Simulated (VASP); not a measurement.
**YSi2Os2: single point with LDA**

The system is YSi2Os2.

```
CELL_PARAMETERS angstrom
-2.05241 2.05241 4.78121
2.05241 -2.05241 4.78121
2.05241 2.05241 -4.78121
ATOMIC_POSITIONS crystal
Y 0.00000 0.00000 0.00000
Si 0.37270 0.37270 0.00000
Si 0.62730 0.62730 0.00000
Os 0.75000 0.25000 0.50000
Os 0.25000 0.75000 0.50000
```

```json
{
 "Program": "VASP 6.6.1",
 "Task": "single point",
 "Functional": "LDA",
 "Potentials or basis": "VASP PAW LDA potentials, release 64 (Y_sv, Si, Os)",
 "Cutoff": "520 eV",
 "k mesh": "12 × 12 × 12",
 "Occupations": "gaussian, width 0.1 eV",
 "Spin": "no spin polarisation",
 "Dipole correction": "no",
 "Further INCAR settings": "ALGO = Fast; EDIFF = 1e-06; NBANDS = 26"
}
```

```json
{
  "Pressure": "0.7 GPa",
  "Largest force": "0.071 eV/Å",
  "Band gap on the k mesh": "zero (an odd number of electrons rules out a gap without spin polarisation)"
}
```

Forces in eV/Å, atoms in the order of the input:
```
Y    0.000  0.000  0.000
Si   0.000  0.000  0.071
Si   0.000  0.000 -0.071
Os   0.000  0.000  0.000
Os   0.000  0.000  0.000
```

Stress tensor (GPa, compression positive):
```
0.94 0.00 0.00
0.00 0.94 0.00
0.00 0.00 0.28
```

Levels at points of the mesh, in eV from the Fermi level:
```csv
k point,band 15,band 16,band 17,band 18,band 19,band 20
"(0.00, 0.00, 0.00)",-0.83,-0.36,-0.36,-0.31,0.49,2.48
"(0.50, 0.00, 0.00)",-2.01,-1.84,-0.95,-0.32,0.94,2.98
"(0.50, 0.50, 0.00)",-2.28,-0.87,-0.69,-0.46,-0.30,2.60
"(0.50, 0.50, 0.50)",0.45,0.62,0.62,0.86,2.47,2.48
```

Run time: 13 min on 1 thread of Intel(R) Xeon(R) Platinum 8488C (Sapphire Rapids), on a shared host, peak memory 0.49 GiB.

Caveat: spin-orbit coupling is left out, which moves the levels of the heavy elements.
